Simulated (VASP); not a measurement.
A run of VASP 6.6.1 is set up as follows.

Contents of POSCAR:

```
SrO
1.0
    0.0000000000      2.5801931706      2.5801931706
    2.5801931706      0.0000000000      2.5801931706
    2.5801931706      2.5801931706      0.0000000000
Sr O
1 1
Direct
    0.0000000000      0.0000000000      0.0000000000
    0.5000000000      0.5000000000      0.5000000000
```

The input INCAR.step1:

```
PREC     = Accurate       # precision mode
ENCUT    = 520            # plane-wave cutoff, eV
ISMEAR   = -1             # smearing method
SIGMA    = 0.1            # smearing width, eV
LREAL    = F              # projectors in reciprocal space
LASPH    = T              # aspherical terms in the spheres
NELM     = 100            # most SCF steps
NBANDS   = 15             # bands
GGA      = PE             # functional
ALGO     = Normal         # electronic algorithm
EDIFF    = 1E-4           # SCF threshold, eV
LWAVE    = T              # write WAVECAR
LCHARG   = F              # write CHGCAR
```

Contents of INCAR.step2:

```
PREC     = Accurate       # precision mode
ENCUT    = 520            # plane-wave cutoff, eV
EDIFF    = 1E-6           # SCF threshold, eV
ISMEAR   = -1             # smearing method
SIGMA    = 0.1            # smearing width, eV
LREAL    = F              # projectors in reciprocal space
LASPH    = T              # aspherical terms in the spheres
NELM     = 100            # most SCF steps
ALGO     = Normal         # electronic algorithm
ISIF     = 2              # what is computed and relaxed
LWAVE    = F              # write WAVECAR
LCHARG   = T              # write CHGCAR
METAGGA  = R2SCAN         # meta-GGA
LMIXTAU  = T            
LELF     = T              # ELF
LVHAR    = T            
NBANDS   = 15             # bands
ISTART   = 1
```

The input KPOINTS:

```
regular mesh
0
Gamma
  11 11 11
```

Potentials or basis: VASP PAW PBE potentials, release 64 (Sr_sv, O).

The run is started by

```console
$ cat potpaw_PBE.64/Sr_sv/POTCAR potpaw_PBE.64/O/POTCAR > POTCAR
$ cp INCAR.step1 INCAR
$ mpirun -np 1 vasp_std > vasp.out
$ cp INCAR.step2 INCAR
$ mpirun -np 1 vasp_std > vasp.out
```

Task: Predict the band gap on the k mesh.

Result: 3.79 eV (least direct gap 3.88 eV).

Task: Predict the pressure.

Result: 0.5 GPa.

Caveat: the PAW data sets were made with another functional, which shifts forces and pressure a little; an odd mesh through Γ misses points on the zone boundary, where band edges can lie.
